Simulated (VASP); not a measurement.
Set up this calculation in VASP 6.6.1, as the native input.

```yaml
Task: single point
Functional: r2SCAN
Potentials_or_basis: VASP PAW PBE potentials, release 64 (Cr_pv)
Cutoff: 550 eV
k_mesh: 15 × 15 × 15
Occupations: methfessel-paxton, width 0.03 eV
Spin: no spin polarisation
Dipole_correction: no
Further_INCAR_settings: ALGO = Normal; EDIFF = 1e-06; NBANDS = 12
```

Cr:

```
CELL_PARAMETERS angstrom
-1.41496 1.41496 1.41496
1.41496 -1.41496 1.41496
1.41496 1.41496 -1.41496
ATOMIC_POSITIONS crystal
Cr 0.00000 0.00000 0.00000
```

One way to write it, as run:

POSCAR

```
Cr
1.0
   -1.4149597590      1.4149597590      1.4149597590
    1.4149597590     -1.4149597590      1.4149597590
    1.4149597590      1.4149597590     -1.4149597590
Cr
1
Direct
    0.0000000000      0.0000000000      0.0000000000
```

INCAR.step1

```
PREC = Accurate
ENCUT = 550
ISMEAR = 1
SIGMA = 0.03
LREAL = F
LASPH = T
NELM = 120
NBANDS = 12
GGA = PE
ALGO = Normal
EDIFF = 1E-5
LWAVE = T
LCHARG = F
GGA_COMPAT = F
```

INCAR.step2

```
PREC = Accurate
ENCUT = 550
EDIFF = 1E-6
ISMEAR = 1
SIGMA = 0.03
LREAL = F
LASPH = T
NELM = 120
ALGO = Normal
ISIF = 2
LWAVE = F
LCHARG = F
METAGGA = R2SCAN
LMIXTAU = T
NBANDS = 12
ISTART = 1
GGA_COMPAT = F
```

KPOINTS

```
Automatic mesh
0
Gamma
  15 15 15
```

Potentials or basis: VASP PAW PBE potentials, release 64 (Cr_pv).

The run is started by

```sh
$ cat potpaw_PBE.64/Cr_pv/POTCAR > POTCAR
$ cp INCAR.step1 INCAR
$ mpirun -np 1 vasp_std > vasp.out
$ cp INCAR.step2 INCAR
$ mpirun -np 1 vasp_std > vasp.out
```

It gave:

```yaml
Pressure: 0.5 GPa
Band_gap_on_the_k_mesh: zero (band 6 reaches 13.62 eV, above the bottom of band 7 at 10.20 eV)
```

Caveat: the PAW data sets were made with another functional, which shifts forces and pressure a little; the run has no spin polarisation, though such a crystal can be magnetic.

Run time: 31 s on 1 thread of Intel(R) Xeon(R) 6975P-C (Granite Rapids), on a shared host, peak memory 0.14 GiB.
